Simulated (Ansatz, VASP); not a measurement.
H in VASP and in Ansatz

```
CELL_PARAMETERS angstrom
2.64964 0.00000 0.00000
0.00000 2.64964 0.00000
0.00000 0.00000 0.98049
ATOMIC_POSITIONS crystal
H 0.00000 0.00000 0.50000
```

Alike in both runs: task single point; functional LDA; k mesh 10 × 10 × 26; occupations gaussian, width 0.05 eV; no spin polarisation.

```csv
,VASP,Ansatz
version,VASP 6.6.1,Ansatz 0.2.0
potentials or method,"VASP PAW LDA potentials, release 64 (H), cutoff 520 eV","scalar-relativistic, plane waves, PAW"
valence electrons in the cell,1,1
```

Ansatz gave:

| Item | Value |
| --- | --- |
| gap on the k mesh at the Fermi level (eV) | none |
| pressure (GPa) | 1.5 |
| traceless stress, the component that is largest in VASP (GPa) | 2.40 |

Question: Which values does VASP return?

Answer: gap on the k mesh at the Fermi level (eV): none; pressure (GPa): 1.3; traceless stress, the component that is largest in VASP (GPa): 2.67.

LDA's correlation is that of Perdew and Zunger in VASP and of Perdew and Wang (1992) in Ansatz. A gap of «none» marks a metal or a gap that the smearing closes.
